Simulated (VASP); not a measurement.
Sb: single point with PBE

The system is Sb.

```xyz
2
Lattice="2.1067 1.2163 3.6676 -2.1067 1.2163 3.6676 0.0000 -2.4326 3.6676" Properties=species:S:1:pos:R:3 pbc="T T T"
Sb    0.0000    0.0000    2.5707
Sb    0.0000    0.0000    8.4320
```

This cell differs from its parent crystal: volume scaled by 0.94.

- Program: VASP 6.6.1
- Task: single point
- Functional: PBE
- Potentials or basis: VASP PAW PBE potentials, release 64 (Sb)
- Cutoff: 520 eV
- k mesh: 9 × 9 × 9
- Occupations: fermi-dirac, width 0.05 eV
- Spin: no spin polarisation
- Dipole correction: no
- Further INCAR settings: ALGO = Normal; EDIFF = 1e-06; NBANDS = 12

The pressure is 7.8 GPa. The largest force is 0.624 eV/Å and the band gap on the k mesh is zero (band 5 reaches 8.28 eV, above the bottom of band 6 at 8.19 eV).

Forces in eV/Å, atoms in the order of the input:
```
Sb   0.000  0.000  0.624
Sb   0.000  0.000 -0.624
```

Stress tensor (GPa, compression positive):
```
8.21 0.00 0.00
0.00 8.21 0.00
0.00 0.00 6.89
```

Levels at points of the mesh, in eV from the Fermi level:
| k point | band 1 | band 2 | band 3 | band 4 | band 5 | band 6 | band 7 | band 8 | band 9 | band 10 |
| --- | --- | --- | --- | --- | --- | --- | --- | --- | --- | --- |
| (0.00, 0.00, 0.00) | -13.35 | -4.47 | -2.30 | -2.01 | -2.01 | 2.04 | 2.74 | 2.74 | 4.95 | 4.95 |

Run time: 34 s on 1 thread of AMD EPYC 9R45 96-Core Processor (Zen 5) (shared host), peak memory 0.19 GiB.

Caveat: spin-orbit coupling is left out, which moves the levels of the heavy elements.
